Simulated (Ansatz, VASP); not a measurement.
This is a calculation of Ge2Sb2Te5 for VASP 6.6.1.

INCAR

```
SYSTEM = Ge2Sb2Te5
PREC = Accurate ; ENCUT = 520
EDIFF = 1E-6 ; ISMEAR = -1
SIGMA = 0.05 ; LREAL = .False.
LASPH = .True. ; NELM = 100
ALGO = Normal ; ISIF = 2
LWAVE = .False. ; LCHARG = .False.
GGA = PE ; NBANDS = 44
```

File KPOINTS:

```
regular mesh
0
Gamma
  5 5 4
  0 0 0
```

POSCAR

```
Ge2Sb2Te5
1.0
    6.8844296114     -3.0863112672      0.0000000000
    6.8844296114      3.0863112672      0.0000000000
   -6.8762165767      0.0000000000      6.8929587256
Te Sb Ge
5 2 2
Direct
    0.5947020000      0.5947020000      0.3864330000
    0.7952880000      0.7952880000      0.1961120000
    0.0083240000      0.0083240000      0.0064350000
    0.2065190000      0.2065190000      0.8098030000
    0.3999590000      0.3999590000      0.5971180000
    0.9017080000      0.9017080000      0.5878730000
    0.1118700000      0.1118700000      0.4173520000
    0.2842870000      0.2842870000      0.1878300000
    0.4973430000      0.4973430000      0.0110440000
```

Potentials or basis: VASP PAW PBE potentials, release 64 (Te, Sb, Ge_d).

Run with:

```sh
$ cat potpaw_PBE.64/Te/POTCAR potpaw_PBE.64/Sb/POTCAR potpaw_PBE.64/Ge_d/POTCAR > POTCAR
$ mpirun -np 1 vasp_std > vasp.out
```

Question: Translate it to Ansatz 0.2.0. Potentials there: Ansatz PAW.

Answer: As run (the cutoff follows the program's own potentials):

File input.yaml:

```yaml
crystal:
  lattice:
    - [6.8844296114, -3.0863112672, 0.0]
    - [6.8844296114, 3.0863112672, 0.0]
    - [-6.8762165767, 0.0, 6.8929587256]
  atoms:
    - { symbol: Te, position: [0.594702, 0.594702, 0.386433] }
    - { symbol: Te, position: [0.795288, 0.795288, 0.196112] }
    - { symbol: Te, position: [0.008324, 0.008324, 0.006435] }
    - { symbol: Te, position: [0.206519, 0.206519, 0.809803] }
    - { symbol: Te, position: [0.399959, 0.399959, 0.597118] }
    - { symbol: Sb, position: [0.901708, 0.901708, 0.587873] }
    - { symbol: Sb, position: [0.11187, 0.11187, 0.417352] }
    - { symbol: Ge, position: [0.284287, 0.284287, 0.18783] }
    - { symbol: Ge, position: [0.497343, 0.497343, 0.011044] }
hamiltonian:
  xc: pbe
  pseudopotentials: { kind: paw }
kpoints:
  mp_grid: { grid: [5, 5, 4] }
scf:
  occupations: { method: fermi_dirac, width: 0.05 }
output:
  forces: true
  stress: true
  eigenvalues: true
```

Potentials or basis: Ansatz PAW.

The run is started by

```bash
$ ansatz run input.yaml --threads 4 --pin off --max-ram 11264MiB --backend cpu --events-out ev --progress --plain --runs-dir out
```

Both were run:

|  | VASP | Ansatz | Ansatz less VASP |
| --- | --- | --- | --- |
| gap on the k mesh at the Fermi level (eV) | 0.27 | 0.27 | +0.003 |
| least direct gap on the mesh (eV) | 0.33 | 0.34 | +0.003 |
| pressure (GPa) | -0.9 | -0.9 | +0.02 |
| traceless stress, the component that is largest in VASP (GPa) | -0.22 | -0.20 | +0.015 |
| rms of the force components (eV/Å) | 0.071 | 0.074 | +0.0032 |

Atom by atom the forces differ by 0.004 eV/Å (rms over components). With one functional, cell and mesh, what is left measures potentials, basis and numerics. VASP's potentials hold 68 valence electrons a cell and Ansatz's 138, so a difference there can come from the potentials and not from the codes.

Spin-orbit coupling is off throughout. Noted on Ansatz's run: odd divisions of the mesh miss points on the zone boundary, where band edges often lie, so the gap on the mesh can be too wide.
